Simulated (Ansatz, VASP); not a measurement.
One calculation of HgTe, two programs

The input INCAR:

```
  ALGO = Normal
  DIPOL = 0.5 0.5 0.500
  EDIFF = 1E-6
  ENCUT = 520
  GGA = PS
  IDIPOL = 3
  ISIF = 2
  ISMEAR = 0
  LASPH = T
  LCHARG = F
  LDIPOL = T
  LREAL = F
  LWAVE = F
  NBANDS = 56
  NELM = 60
  PREC = Accurate
  SIGMA = 0.1
```

File KPOINTS:

```
k-points
0
Gamma
  1 1 1
```

POSCAR

```
HgTe
1.0
    4.6045184592      0.0000000000      0.0000000000
    0.0000000000      6.5117724532      0.0000000000
    0.0000000000      0.0000000000     24.2090369185
Hg Te
5 5
Direct
    0.5000000000      0.5000000000      0.3098016673
    0.0000000000      0.0000000000      0.4049008336
    0.5000000000      0.5000000000      0.5000000000
    0.0000000000      0.0000000000      0.5950991664
    0.5000000000      0.5000000000      0.6901983327
    0.0000000000      0.2500000000      0.3098016673
    0.5000000000      0.7500000000      0.4049008336
    0.0000000000      0.2500000000      0.5000000000
    0.5000000000      0.7500000000      0.5950991664
    0.0000000000      0.2500000000      0.6901983327
```

Input for Ansatz:

```yaml
crystal:
  lattice:
    - [4.6045184592, 0.0, 0.0]
    - [0.0, 6.5117724532, 0.0]
    - [0.0, 0.0, 24.2090369185]
  atoms:
    - { symbol: Hg, position: [0.5, 0.5, 0.3098016673] }
    - { symbol: Te, position: [0.0, 0.25, 0.3098016673] }
    - { symbol: Hg, position: [0.0, 0.0, 0.4049008336] }
    - { symbol: Te, position: [0.5, 0.75, 0.4049008336] }
    - { symbol: Hg, position: [0.5, 0.5, 0.5] }
    - { symbol: Te, position: [0.0, 0.25, 0.5] }
    - { symbol: Hg, position: [0.0, 0.0, 0.5950991664] }
    - { symbol: Te, position: [0.5, 0.75, 0.5950991664] }
    - { symbol: Hg, position: [0.5, 0.5, 0.6901983327] }
    - { symbol: Te, position: [0.0, 0.25, 0.6901983327] }
basis:
  ecutwfc: 420
kpoints:
  mp_grid: { grid: [1, 1, 1] }
hamiltonian:
  xc: pbesol
scf:
  occupations: { method: gaussian, width: 0.1 }
output:
  forces: true
  stress: true
  eigenvalues: true
efield:
  axis: 3
  dipole_correction: true
  ramp_width: 0.04
```

Alike in both runs: task single point; functional PBEsol; k mesh 1 × 1 × 1; occupations gaussian, width 0.1 eV; no spin polarisation.

|  | VASP | Ansatz |
| --- | --- | --- |
| version | VASP 6.6.1 | Ansatz 0.2.0 |
| potentials or method | VASP PAW PBE potentials, release 64 (Hg, Te), cutoff 520 eV | scalar-relativistic, plane waves, PAW |
| valence electrons in the cell | 90 | 180 |

VASP gave:

```
gap on the k mesh at the Fermi level (eV) : 0.04
least direct gap on the mesh (eV)         : 0.04
rms of the force components (eV/Å)        : 0.528
```

Q: What did Ansatz give for the same quantities?

A: gap on the k mesh at the Fermi level (eV): 0.04; least direct gap on the mesh (eV): 0.04; rms of the force components (eV/Å): 0.521.

VASP's potentials were made for PBE, not for PBEsol. VASP's potentials hold 90 valence electrons a cell and Ansatz's 180, so a difference there can come from the potentials and not from the codes.

Spin-orbit coupling is off throughout.
